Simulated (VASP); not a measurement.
Y: single point with r2SCAN

The system is Y.

```
Y
1.0
     3.68221    0.00000    0.00000
    -1.84111    3.18889    0.00000
     0.00000    0.00000    5.69696
Y
2
Direct
  0.33333 0.66667 0.25000
  0.66667 0.33333 0.75000
```

- Program: VASP 6.6.1
- Task: single point
- Functional: r2SCAN
- Potentials or basis: VASP PAW PBE potentials, release 64 (Y_sv)
- Cutoff: 520 eV
- k mesh: 12 × 12 × 8
- Occupations: gaussian, width 0.1 eV
- Spin: no spin polarisation
- Dipole correction: no
- Further INCAR settings: ALGO = Normal; EDIFF = 1e-06; NBANDS = 18

| Quantity | Value |
| --- | --- |
| Pressure | 0.0 GPa |
| Band gap on the k mesh | zero (bands 11 and 12 overlap by 1.68 eV) |

Levels at points of the mesh, in eV from the Fermi level:
| k point | band 7 | band 8 | band 9 | band 10 | band 11 | band 12 | band 13 | band 14 | band 15 | band 16 |
| --- | --- | --- | --- | --- | --- | --- | --- | --- | --- | --- |
| (0.00, 0.00, 0.00) | -23.28 | -23.25 | -4.88 | -1.84 | 0.79 | 1.95 | 1.95 | 2.41 | 2.63 | 2.63 |
| (0.50, 0.00, 0.00) | -23.40 | -23.33 | -1.72 | -1.18 | -0.78 | -0.28 | 1.55 | 1.65 | 2.29 | 5.28 |
| (0.00, 0.00, 0.50) | -23.32 | -23.32 | -3.38 | -3.38 | 1.12 | 1.12 | 1.87 | 1.87 | 1.87 | 1.87 |
| (0.50, 0.00, 0.50) | -23.39 | -23.39 | -1.64 | -1.64 | 0.11 | 0.11 | 1.37 | 1.37 | 2.98 | 2.98 |

It took 10 min on 1 thread of Intel Xeon 8259CL (shared host), peak memory 0.27 GiB.

Caveat: the PAW data sets were made with another functional, which shifts forces and pressure a little.
